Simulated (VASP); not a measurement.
Runs of VASP 6.6.1 on InSb. The structure is that of space group F-43m (No. 216), or close to it. The cells are those of the table. 

| task | level | cell | gap on the mesh (eV) | pressure (GPa) |
| --- | --- | --- | --- | --- |
| single point | PBE | a = 4.550 Å, angles 60.0°, 2 atoms | none | 4.2 |
| single point | PBE | a = 4.487 Å, angles 60.0°, 2 atoms | 0.17 | 6.7 |
| electric field gradients | PBE | a = 4.550 Å, angles 60.0°, 2 atoms | none | 4.2 |
| electric field gradients | r2SCAN | a = 4.581 Å, angles 60.0°, 2 atoms | (a) | 1.7 |
| electric field gradients | PBE | a = 4.519 Å, angles 60.0°, 2 atoms | - | (b) |
| electric field gradients | PBE | a = 4.487 Å, angles 60.0°, 2 atoms | 0.17 | 6.8 |
| single point | PBE | a = 4.641 Å, angles 60.0°, 2 atoms | none | 1.3 |
| electric field gradients | PBE | a = 4.565 Å, angles 60.0°, 2 atoms | none | 3.7 |

Alike in all rows: potentials or basis VASP PAW PBE potentials, release 64 (In_d, Sb); no spin polarisation; k mesh 10 × 10 × 10; cutoff (eV) 520; smearing fermi-dirac 0.03 eV.

Q: Estimate the missing entries.

A: (a) 0.24; (b) 5.4.

Caveats: spin-orbit coupling is left out, which moves the levels of the heavy elements; the cell stands under pressure (at least some runs); semilocal functionals underestimate gaps, so a narrow gap can read as zero (at least some runs); the PAW data sets were made with another functional, which shifts forces and pressure a little (at least some runs).

A k mesh can miss the band edges, and the runs leave out spin-orbit coupling on In, Sb.

A gap of «none» marks levels without a gap at the run's occupations.
